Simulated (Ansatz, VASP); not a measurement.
**LaMnIn in VASP and in Ansatz**

```
CELL_PARAMETERS angstrom
4.59334 0.00000 0.00000
-2.29667 3.97795 0.00000
0.00000 0.00000 4.09656
ATOMIC_POSITIONS crystal
La 0.00000 0.00000 0.00000
In 0.33333 0.66667 0.50000
Mn 0.66667 0.33333 0.50000
```

Alike in both runs: task single point; functional PBE; k mesh 6 × 6 × 6; occupations fermi-dirac, width 0.05 eV; collinear spin; fixed moment 8 μB.

```csv
,VASP,Ansatz
version,VASP 6.6.1,Ansatz 0.2.0
potentials or method,"VASP PAW PBE potentials, release 64 (La, In_d, Mn_pv)",Ansatz PAW
plane-wave cutoff (eV),520,420
valence electrons in the cell,37,39
```

Ansatz gave:

```
pressure (GPa)                                                : 13.4
traceless stress, the component that is largest in VASP (GPa) : -3.12
net moment per atom (μB)                                      : 2.67
size of the moment on the site where the two differ most (μB) : 0.22
```

Task: What did VASP give for the same quantities?

Result: Pressure (GPa): 13.4; traceless stress, the component that is largest in VASP (GPa): -3.16; net moment per atom (μB): 2.67; size of the moment on the site where the two differ most (μB): 0.36.

Site moments also hang on the region over which each program counts them. VASP's potentials hold 37 valence electrons a cell and Ansatz's 39, so a difference there can come from the potentials and not from the codes.

Neither program's run includes spin-orbit coupling.
